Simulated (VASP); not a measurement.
Here is a VASP 6.6.1 calculation.

File POSCAR:

```
TaN
1.0
    0.0000000000      2.3602803434      2.3602803434
    2.3602803434      0.0000000000      2.3602803434
    2.3602803434      2.3602803434      0.0000000000
Ta N
1 1
Direct
    0.0000000000      0.0000000000      0.0000000000
    0.2500000000      0.2500000000      0.2500000000
```

The input INCAR.step1:

```
SYSTEM = TaN
ALGO = Normal
EDIFF = 1E-5
ENCUT = 770
GGA = PE
GGA_COMPAT = .False.
ISMEAR = -1
LASPH = .True.
LCHARG = .False.
LREAL = .False.
LWAVE = .True.
NBANDS = 16
NELM = 120
PREC = Accurate
SIGMA = 0.05
```

File INCAR.step2:

```
SYSTEM = TaN
ALGO = Normal
EDIFF = 1E-6
ENCUT = 770
GGA_COMPAT = .False.
ISIF = 2
ISMEAR = -1
ISTART = 1
IVDW = 12
LASPH = .True.
LCHARG = .True.
LELF = .True.
LMIXTAU = .True.
LREAL = .False.
LVHAR = .True.
LWAVE = .False.
METAGGA = R2SCAN
NBANDS = 16
NELM = 120
PREC = Accurate
SIGMA = 0.05
VDW_A1 = 0.49484001
VDW_A2 = 5.73083694
VDW_S6 = 1.0
VDW_S8 = 0.78981345
```

File KPOINTS:

```
k-points
0
Gamma
  9 9 9
  0 0 0
```

Potentials or basis: VASP PAW PBE potentials, release 64 (Ta_sv_GW, N).

Command:

```sh
$ cat potpaw_PBE.64/Ta_sv_GW/POTCAR potpaw_PBE.64/N/POTCAR > POTCAR
$ cp INCAR.step1 INCAR
$ mpirun -np 1 vasp_std > vasp.out
$ cp INCAR.step2 INCAR
$ mpirun -np 1 vasp_std > vasp.out
```

**Question.** Estimate the pressure.

**Answer.** 0.2 GPa.

**Question.** Predict the dispersion energy per atom.

**Answer.** -0.180 eV.

**Question.** Estimate the band gap on the k mesh.

**Answer.** Zero (bands 9 and 10 overlap by 0.48 eV).

Caveat: the PAW data sets were made with another functional, which shifts forces and pressure a little; spin-orbit coupling is left out, which moves the levels of the heavy elements.
